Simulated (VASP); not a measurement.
Set up this calculation in VASP 6.6.1, as the native input.

```yaml
Task: single point
Functional: PBE
Potentials_or_basis: VASP PAW PBE potentials, release 64 (Sb)
Cutoff: 500 eV
k_mesh: 2 × 2 × 2, shifted
Occupations: gaussian, width 0.1 eV
Spin: no spin polarisation
Dipole_correction: no
Further_INCAR_settings: ALGO = Normal; EDIFF = 1e-06; NBANDS = 54; ISYM = 0
```

The structure of Sb lies in POSCAR:

```
Sb
1.0
   -6.3200000000      6.3200000000      0.0000000000
    0.0000000000      6.3200000000     -6.3200000000
   -6.3200000000      0.0000000000     -6.3200000000
Sb
16
Direct
    0.7500000000      0.2500000000      0.7500000000
    0.7500000000      0.7500000000      0.7500000000
    0.2500000000      0.2500000000      0.7500000000
    0.5000000000      0.0000000000      0.5000000000
    0.2500000000      0.7500000000      0.7500000000
    0.5000000000      0.5000000000      0.5000000000
    0.7500000000      0.2500000000      0.2500000000
    0.7500000000      0.7500000000      0.2500000000
    0.0000000000      0.0000000000      0.5000000000
    0.0000000000      0.5000000000      0.5000000000
    0.2500000000      0.2500000000      0.2500000000
    0.5000000000      0.0000000000      0.0000000000
    0.2500000000      0.7500000000      0.2500000000
    0.5000000000      0.5000000000      0.0000000000
    0.0000000000      0.0000000000      0.0000000000
    0.0000000000      0.5000000000      0.0000000000
```

This isn't the form of Sb at room conditions, which is rhombohedral.

The input as run:

INCAR

```
  PREC = Accurate
  ENCUT = 500
  EDIFF = 1E-6
  ISMEAR = 0
  SIGMA = 0.1
  LREAL = False
  LASPH = True
  NELM = 120
  ALGO = Normal
  ISIF = 2
  LWAVE = False
  LCHARG = False
  GGA = PE
  ISYM = 0
  NBANDS = 54
  GGA_COMPAT = False
```

KPOINTS

```
Automatic mesh
0
Gamma
  2 2 2
  0.5 0.5 0.5
```

Potentials or basis: VASP PAW PBE potentials, release 64 (Sb).

Launch:

```bash
$ cat potpaw_PBE.64/Sb/POTCAR > POTCAR
$ mpirun -np 1 vasp_std > vasp.out
```

It gave:

| Property | Result |
| --- | --- |
| Pressure | -2.9 GPa |

Run time: 17 min on 1 thread of Intel Xeon 8259CL, on a shared host, peak memory 0.84 GiB.
